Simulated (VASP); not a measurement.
# CsSnI3 (Pm-3m) in VASP: single point with PBE

Aim: the single point of CsSnI3 with PBE.

All numbers are computed with VASP 6.6.1; they aren't measurements. Logs are shortened: lines on timing, memory, paths and dates and some standing lists are left out, and cuts for length are marked.

## (1) The cell of the first run

It takes space group Pm-3m (No. 221, cubic). Conventional cell: a = 6.206 Å, b = 6.206 Å, c = 6.206 Å, α = 90.00°, β = 90.00°, γ = 90.00°. Cs (site symmetry m-3m) has 12 I at 4.39 Å and 8 Sn at 5.37 Å within 5.8 Å. Within 4.1 Å of Sn (site symmetry m-3m) lie 6 I at 3.10 Å. Within 4.1 Å of I (site symmetry 4/mmm) lie 2 Sn at 3.10 Å.

## (2) Single point, PBE

INCAR

```
SYSTEM = CsSnI3
  ALGO = Normal
  EDIFF = 1E-6
  ENCUT = 520
  GGA = PE
  ISIF = 2
  ISMEAR = 0
  LASPH = .TRUE.
  LCHARG = .FALSE.
  LREAL = .FALSE.
  LWAVE = .FALSE.
  NBANDS = 30
  NELM = 80
  PREC = Accurate
  SIGMA = 0.01
```

KPOINTS

```
k-points
0
G
  6 6 6
  0 0 0
```

POSCAR

```
CsSnI3
1.0
    6.2058900000      0.0000000000      0.0000000000
    0.0000000000      6.2058900000      0.0000000000
    0.0000000000      0.0000000000      6.2058900000
Cs Sn I
1 1 3
Direct
    0.0000000000      0.0000000000      0.0000000000
    0.5000000000      0.5000000000      0.5000000000
    0.0000000000      0.5000000000      0.5000000000
    0.5000000000      0.0000000000      0.5000000000
    0.5000000000      0.5000000000      0.0000000000
```

Potentials or basis: VASP PAW PBE potentials, release 64 (Cs_sv, Sn_d, I).

Run with:

```
> cat potpaw_PBE.64/Cs_sv/POTCAR potpaw_PBE.64/Sn_d/POTCAR potpaw_PBE.64/I/POTCAR > POTCAR
> mpirun -np 1 vasp_std > vasp.out
```

OUTCAR:

```text
SYSTEM = CsSnI3
   EDIFF = 1E-6
   ENCUT = 520
   GGA = PE
   ISIF = 2
   ISMEAR = 0
   LASPH = .TRUE.
   LREAL = .FALSE.
   NELM = 80
   PREC = Accurate

 ion  position               nearest neighbor table
   1  0.000  0.000  0.000-
   2  0.500  0.500  0.500-   3 3.10   4 3.10   5 3.10   5 3.10   4 3.10   3 3.10
   3  0.000  0.500  0.500-   2 3.10   2 3.10
   4  0.500  0.000  0.500-   2 3.10   2 3.10
   5  0.500  0.500  0.000-   2 3.10   2 3.10

  LATTYP: Found a simple cubic cell.
 ALAT       =     6.2058900000

  Lattice vectors:

 A1 = (   6.2058900000,   0.0000000000,   0.0000000000)
 A2 = (   0.0000000000,   6.2058900000,   0.0000000000)
 A3 = (   0.0000000000,   0.0000000000,   6.2058900000)

Analysis of symmetry for initial positions (statically):
=====================================================================
 Subroutine PRICEL returns:
 Original cell was already a primitive cell.

 Routine SETGRP: Setting up the symmetry group for a
 simple cubic supercell.

 Subroutine GETGRP returns: Found 48 space group operations
 (whereof 48 operations were pure point group operations)
 out of a pool of 48 trial point group operations.

The static configuration has the point symmetry O_h .

Analysis of symmetry for dynamics (positions and initial velocities):
=====================================================================
 Subroutine PRICEL returns:
 Original cell was already a primitive cell.

 Routine SETGRP: Setting up the symmetry group for a
 simple cubic supercell.

 Subroutine GETGRP returns: Found 48 space group operations
 (whereof 48 operations were pure point group operations)
 out of a pool of 48 trial point group operations.

The dynamic configuration has the point symmetry O_h .

 Subroutine INISYM returns: Found 48 space group operations
 (whereof 48 operations are pure point group operations),
 and found     1 'primitive' translations

----------------------------------------------------------------------------------------

                                     Primitive cell

  volume of cell :     239.0079

  direct lattice vectors                    reciprocal lattice vectors
     6.205890000  0.000000000  0.000000000     0.161137242  0.000000000  0.000000000
     0.000000000  6.205890000  0.000000000     0.000000000  0.161137242  0.000000000
     0.000000000  0.000000000  6.205890000     0.000000000  0.000000000  0.161137242

  length of vectors
     6.205890000  6.205890000  6.205890000     0.161137242  0.161137242  0.161137242

  position of ions in fractional coordinates (direct lattice)
     0.000000000  0.000000000  0.000000000
     0.500000000  0.500000000  0.500000000
     0.000000000  0.500000000  0.500000000
     0.500000000  0.000000000  0.500000000
     0.500000000  0.500000000  0.000000000

  ion indices of the primitive-cell ions
   primitive index   ion index
                 1           1
                 2           2
                 3           3
                 4           4
                 5           5

----------------------------------------------------------------------------------------

 KPOINTS: k-points

Automatic generation of k-mesh.
 Grid dimensions read from file:
 generate k-points for:    6    6    6

 Generating k-lattice:

  Cartesian coordinates                     Fractional coordinates (reciprocal lattice)
     0.026856207  0.000000000  0.000000000     0.166666667  0.000000000  0.000000000
     0.000000000  0.026856207  0.000000000     0.000000000  0.166666667  0.000000000
     0.000000000  0.000000000  0.026856207     0.000000000  0.000000000  0.166666667

  Length of vectors
     0.026856207  0.026856207  0.026856207

  Shift w.r.t. Gamma in fractional coordinates (k-lattice)
     0.000000000  0.000000000  0.000000000

 Subroutine IBZKPT returns following result:
 ===========================================

 Found     20 irreducible k-points:

 Following reciprocal coordinates:
            Coordinates               Weight
  0.000000  0.000000  0.000000      1.000000
  0.166667  0.000000  0.000000      6.000000
  0.333333  0.000000  0.000000      6.000000
  0.500000  0.000000  0.000000      3.000000
  0.166667  0.166667  0.000000     12.000000
  0.333333  0.166667  0.000000     24.000000
[... 12 lines left out ...]
  0.500000  0.500000  0.333333      6.000000
  0.500000  0.500000  0.500000      1.000000
   k-points           NKPTS =     20   k-points in BZ     NKDIM =     20   number of bands    NBANDS=     30
   number of dos      NEDOS =    301   number of ions     NIONS =      5
   total plane-waves  NPLWV = 110592
   dimension x,y,z NGX =    48 NGY =   48 NGZ =   48
   dimension x,y,z NGXF=    96 NGYF=   96 NGZF=   96
   ions per type =               1   1   3
   NGX,Y,Z   is equivalent  to a cutoff of  12.86, 12.86, 12.86 a.u.
   NGXF,Y,Z  is equivalent  to a cutoff of  25.72, 25.72, 25.72 a.u.
 SYSTEM =  CsSnI3
   PREC   = accura    normal or accurate (medium, high low for compatibility)
   ISTART =      0    job   : 0-new  1-cont  2-samecut
   ICHARG =      2    charge: 1-file 2-atom 10-const
   ISPIN  =      1    spin polarized calculation?
   LNONCOLLINEAR =      F non collinear calculations
   LSORBIT =      F    spin-orbit coupling
   LASPH  =      T    aspherical Exc in radial PAW
   ENCUT  =  520.0 eV  38.22 Ry    6.18 a.u.  11.54 11.54 11.54*2*pi/ulx,y,z
   NELM   =     80;   NELMIN=  2; NELMDL= -5     # of ELM steps
   EDIFF  = 0.1E-05   stopping-criterion for ELM
   LREAL  =      F    real-space projection
   EDIFFG = 0.1E-04   stopping-criterion for IOM
   NSW    =      0    number of steps for IOM
   IBRION =     -1    ionic relax: 0-MD 1-quasi-New 2-CG
   NFREE  =      0    steps in history (QN), initial steepest desc. (CG)
   ISIF   =      2    stress and relaxation
   ISYM   =      2    0-nonsym 1-usesym 2-fastsym
   POTIM  = 0.5000    time-step for ionic-motion
   TEBEG  =    0.0;   TEEND  =   0.0 temperature during run
   PSTRESS=    0.0 pullay stress
   NELECT =      44.0000    total number of electrons
   NUPDOWN=      -1.0000    fix difference up-down
   EMIN   =  10.00;   EMAX   =-10.00  energy-range for DOS
   EFERMI =   0.00;   METHOD = LEGACY
   ISMEAR =     0;   SIGMA  =   0.01  broadening in eV -4-tet -1-fermi 0-gaus
   EFERMI_NEDOS =   21; number of points for ismear=-14 and -15
   IALGO  =     38    algorithm
   IMIX   =      4    mixing-type and parameters
     AMIX     =   0.40;   BMIX     =  1.00
     AMIX_MAG =   1.60;   BMIX_MAG =  1.00
  volume/ion in A,a.u.               =      47.80       322.58
  Fermi-wavevector in a.u.,A,eV,Ry     =   0.931297  1.759897 11.800531  0.867315
  Thomas-Fermi vector in A             =   2.057776
   LORBIT       =      0    0 simple, 1 ext, 2 COOP (PROOUT), +10 PAW based schemes
   GGA     = PE    functional components
   LHFCALC =     F    Hartree Fock is set to
   AEXX    =    0.0000 exact exchange contribution
   IVDW    =     0    specifies the selected vdW correction
   LEPSILON=     F    determine dielectric tensor
   LRPA    =     F    only Hartree local field effects (RPA)
 non-spin polarized calculation
 Gauss-broadening in eV      SIGMA  =   0.01
  energy-cutoff  :      520.00
  volume of cell :      239.01
 maximum number of plane-waves:      6488
 NGX is ok and might be reduce to    48
   NGX = 23   NGY = 23   NGZ = 23

 number of electron      43.9999983 magnetization

 Free energy of the ion-electron system (eV)
  ---------------------------------------------------
  ext. energy  EPLUGINS =         0.00000000
  ---------------------------------------------------
  free energy    TOTEN  =       -14.01121388 eV

  energy without entropy =      -14.01121388  energy(sigma->0) =      -14.01121388

 E-fermi :   3.0151     XC(G=0):  -7.5237

 val. band max:        2.9127572209   @ k =   0.5000   0.5000   0.5000
 cond. band min:       3.2216370965   @ k =   0.5000   0.5000   0.5000
 fundamental gap:      0.3088798756
 Fermi energy:         3.0150893512

 k-point     1 :       0.0000    0.0000    0.0000
  band No.  band energies     occupation
      1     -19.4298      2.00000
      2     -19.2199      2.00000
      3     -19.2199      2.00000
      4     -19.1998      2.00000
      5     -19.1998      2.00000
      6     -19.1998      2.00000
[... 22 lines left out ...]
     29       7.5953      0.00000
     30       7.5953      0.00000

 k-point     2 :       0.1667    0.0000    0.0000
  band No.  band energies     occupation
      1     -19.4297      2.00000
      2     -19.2199      2.00000
      3     -19.2195      2.00000
      4     -19.1999      2.00000
      5     -19.1999      2.00000
      6     -19.1998      2.00000
[... 22 lines left out ...]
     29       6.6177      0.00000
     30       7.5299      0.00000

 k-point     3 :       0.3333    0.0000    0.0000
  band No.  band energies     occupation
      1     -19.4295      2.00000
      2     -19.2199      2.00000
      3     -19.2187      2.00000
      4     -19.1999      2.00000
      5     -19.1999      2.00000
      6     -19.1998      2.00000
[... 22 lines left out ...]
     29       7.0858      0.00000
     30       7.5774      0.00000

 k-point     4 :       0.5000    0.0000    0.0000
  band No.  band energies     occupation
      1     -19.4294      2.00000
      2     -19.2199      2.00000
      3     -19.2183      2.00000
      4     -19.2000      2.00000
      5     -19.2000      2.00000
      6     -19.1998      2.00000
[... 484 lines left out ...]
     29       7.1808      0.00000
     30       7.7540      0.00000

 k-point    19 :       0.5000    0.5000    0.3333
  band No.  band energies     occupation
      1     -19.4288      2.00000
      2     -19.2179      2.00000
      3     -19.2176      2.00000
      4     -19.2001      2.00000
      5     -19.2001      2.00000
      6     -19.2001      2.00000
[... 22 lines left out ...]
     29       7.0154      0.00000
     30       7.8906      0.00000

 k-point    20 :       0.5000    0.5000    0.5000
  band No.  band energies     occupation
      1     -19.4287      2.00000
      2     -19.2176      2.00000
      3     -19.2176      2.00000
      4     -19.2001      2.00000
      5     -19.2001      2.00000
      6     -19.2001      2.00000
[... 22 lines left out ...]
     29       6.8804      0.00000
     30       8.0632      0.00000

------------------------ aborting loop because EDIFF is reached ----------------------------------------

  FORCE on cell =-STRESS in cart. coord.  units (eV):
  Direction    XX          YY          ZZ          XY          YZ          ZX
  --------------------------------------------------------------------------------------
  -------------------------------------------------------------------------------------
  Total        0.9585119      0.9585119      0.9585119      0.0000000      0.0000000     -0.0000000
  in kB        6.4253366      6.4253366      6.4253366      0.0000000      0.0000000     -0.0000000
  external PRESSURE =       6.4253366 kB  Pullay stress =       0.0000000 kB

 VOLUME and BASIS-vectors are now :
 -----------------------------------------------------------------------------
  energy-cutoff  :      520.00
  volume of cell :      239.01
      direct lattice vectors                 reciprocal lattice vectors
     6.205890000  0.000000000  0.000000000     0.161137242  0.000000000  0.000000000
     0.000000000  6.205890000  0.000000000     0.000000000  0.161137242  0.000000000
     0.000000000  0.000000000  6.205890000     0.000000000  0.000000000  0.161137242

 POSITION                                       TOTAL-FORCE (eV/Angst)
 -----------------------------------------------------------------------------------
      0.00000      0.00000      0.00000         0.000000      0.000000      0.000000
      3.10295      3.10295      3.10295         0.000000      0.000000      0.000000
      0.00000      3.10295      3.10295         0.000000      0.000000      0.000000
      3.10295      0.00000      3.10295         0.000000      0.000000      0.000000
      3.10295      3.10295      0.00000         0.000000      0.000000      0.000000
 -----------------------------------------------------------------------------------
    total drift:                                0.000000     -0.000000     -0.000000

  FREE ENERGIE OF THE ION-ELECTRON SYSTEM (eV)
  ---------------------------------------------------
  free  energy   TOTEN  =       -14.0112138799 eV

  energy  without entropy=      -14.0112138799  energy(sigma->0) =      -14.01121388
```

Run time: 2.5 min. Hardware: 1 thread of Oxide Virtual Turin-like, shared host; peak memory 0.37 GiB.

Results:

| Property | Result |
| --- | --- |
| Free energy | -14.0112 eV |
| Pressure | 0.6 GPa |
| Band gap on the k mesh | 0.31 eV |

Levels at points of the mesh, in eV from the valence-band top:
```csv
k point,band 20,band 21,band 22,band 23,band 24,band 25
"(0.00, 0.00, 0.00)",-2.21,-2.21,-2.21,2.15,3.08,3.08
"(0.50, 0.00, 0.00)",-2.33,-2.33,-1.59,1.08,3.70,3.89
"(0.50, 0.50, 0.00)",-2.56,-1.79,-0.79,0.76,0.76,3.96
"(0.50, 0.50, 0.50)",-1.77,-1.77,0.00,0.31,0.31,0.31
```

Caveat: semilocal functionals underestimate gaps, and a narrow one can read as zero; spin-orbit coupling is left out, which moves the levels of the heavy elements. A k mesh can miss the band edges.
